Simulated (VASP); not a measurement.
AlN:

```
Al N
1.0
     0.00000    2.03906    2.03906
     2.03906    0.00000    2.03906
     2.03906    2.03906    0.00000
Al N
1 1
Direct
  0.00000 0.00000 0.00000
  0.50000 0.50000 0.50000
```

This cell differs from its parent crystal: strain +1.0%.

Program: VASP 6.6.1. Alike in all runs: task single point; potentials or basis VASP PAW PBE potentials, release 64 (Al, N); no spin polarisation; cell as given; cutoff (eV) 520. Hardware: 1 thread of Intel Xeon 6975P-C (shared host).

Task: Order these runs on this cell by their wall time, lowest first.
A. level PBE; k mesh 10 × 10 × 10; smearing fermi-dirac 0.02 eV
B. level r2SCAN; k mesh 10 × 10 × 10; smearing gaussian 0.01 eV
C. level PBE; k mesh 6 × 6 × 6; smearing gaussian 0.01 eV

Result: C (3 s), A (6.1 s), B (24 s).

Caveats: some runs use coarse meshes.
